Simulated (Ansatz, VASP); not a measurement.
# Two plane-wave programs on ZrTi5C6

INCAR

```
PREC = Accurate ; ENCUT = 520
EDIFF = 1E-6 ; ISMEAR = 0
SIGMA = 0.2 ; LREAL = False
LASPH = True ; NELM = 100
ALGO = Normal ; ISIF = 2
LWAVE = False ; LCHARG = True
GGA = PE ; LELF = True
LVHAR = True ; NBANDS = 60
```

Contents of KPOINTS:

```
regular mesh
0
Gamma
  8 6 4
```

The input POSCAR:

```
ZrTi5C6
1.0
    3.1125760000      0.0000000000      0.0000000000
    0.0000000000      4.4111150000      0.0000000000
    0.0000000000      0.0000000000      9.3400200000
Zr Ti C
1 5 6
Direct
    0.0000000000      0.0000000000      0.0000000000
    0.0000000000      0.0000000000      0.6619590000
    0.5000000000      0.5000000000      0.8273110000
    0.5000000000      0.5000000000      0.1726890000
    0.0000000000      0.0000000000      0.3380410000
    0.5000000000      0.5000000000      0.5000000000
    0.0000000000      0.5000000000      0.6639430000
    0.5000000000      0.0000000000      0.8223040000
    0.0000000000      0.5000000000      0.0000000000
    0.5000000000      0.0000000000      0.1776960000
    0.0000000000      0.5000000000      0.3360570000
    0.5000000000      0.0000000000      0.5000000000
```

Input for Ansatz:

```yaml
crystal:
  lattice:
    - [3.112576, 0.0, 0.0]
    - [0.0, 4.411115, 0.0]
    - [0.0, 0.0, 9.34002]
  atoms:
    - { symbol: Zr, position: [0.0, 0.0, 0.0] }
    - { symbol: Ti, position: [0.0, 0.0, 0.661959] }
    - { symbol: Ti, position: [0.5, 0.5, 0.827311] }
    - { symbol: Ti, position: [0.5, 0.5, 0.172689] }
    - { symbol: Ti, position: [0.0, 0.0, 0.338041] }
    - { symbol: Ti, position: [0.5, 0.5, 0.5] }
    - { symbol: C, position: [0.0, 0.5, 0.663943] }
    - { symbol: C, position: [0.5, 0.0, 0.822304] }
    - { symbol: C, position: [0.0, 0.5, 0.0] }
    - { symbol: C, position: [0.5, 0.0, 0.177696] }
    - { symbol: C, position: [0.0, 0.5, 0.336057] }
    - { symbol: C, position: [0.5, 0.0, 0.5] }
basis:
  ecutwfc: 420
kpoints:
  mp_grid: { grid: [8, 6, 4] }
hamiltonian:
  xc: pbe
scf:
  occupations: { method: gaussian, width: 0.2 }
  lower_state_search: "off"
output:
  forces: true
  stress: true
  eigenvalues: true
```

Alike in both runs: task single point; functional PBE; k mesh 8 × 6 × 4; occupations gaussian, width 0.2 eV; no spin polarisation.

|  | VASP | Ansatz |
| --- | --- | --- |
| version | VASP 6.6.1 | Ansatz 0.2.0 |
| potentials or method | VASP PAW PBE potentials, release 64 (Zr_sv, Ti_sv, C), cutoff 520 eV | scalar-relativistic, plane waves, PAW |
| valence electrons in the cell | 96 | 96 |

VASP gave:

| Property | Result |
| --- | --- |
| gap on the k mesh at the Fermi level (eV) | none |
| pressure (GPa) | 0.3 |
| traceless stress, the component that is largest in VASP (GPa) | 0.26 |
| rms of the force components (eV/Å) | 0.004 |

Q: Estimate Ansatz's values.

A: gap on the k mesh at the Fermi level (eV): none; pressure (GPa): 0.0; traceless stress, the component that is largest in VASP (GPa): 0.25; rms of the force components (eV/Å): 0.003.

Atom by atom the forces differ by 0.001 eV/Å (rms over components). A gap of «none» marks a metal or a gap that the smearing closes.
